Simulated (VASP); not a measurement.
Input of a VASP 6.6.1 run:

INCAR

```
  PREC = Accurate
  ENCUT = 520
  EDIFF = 1E-7
  ISMEAR = -1
  SIGMA = 0.05
  LREAL = False
  LASPH = True
  NELM = 80
  ALGO = Normal
  ISIF = 2
  LWAVE = False
  LCHARG = False
  GGA = CA
  NBANDS = 29
```

Contents of KPOINTS:

```
regular mesh
0
Gamma
  11 11 11
```

The input POSCAR:

```
TiPd3
1.0
    3.8582000000      0.0000000000      0.0000000000
    0.0000000000      3.8582000000      0.0000000000
    0.0000000000      0.0000000000      3.8200000000
Ti Pd
1 3
Direct
    0.0000000000      0.0000000000      0.0000000000
    0.0000000000      0.5000000000      0.5000000000
    0.5000000000      0.0000000000      0.5000000000
    0.5000000000      0.5000000000      0.0000000000
```

Potentials or basis: VASP PAW LDA potentials, release 64 (Ti_sv, Pd).

The run is started by

```console
$ cat potpaw_LDA.64/Ti_sv/POTCAR potpaw_LDA.64/Pd/POTCAR > POTCAR
$ mpirun -np 1 vasp_std > vasp.out
```

(1) Estimate the band gap on the k mesh.

(2) What does it give for the pressure?

Answers

(1) zero (bands 21 and 22 overlap by 1.30 eV).

(2) -1.8 GPa.

Caveat: the cell differs from its parent crystal (equal xx and yy strain of +1 %).
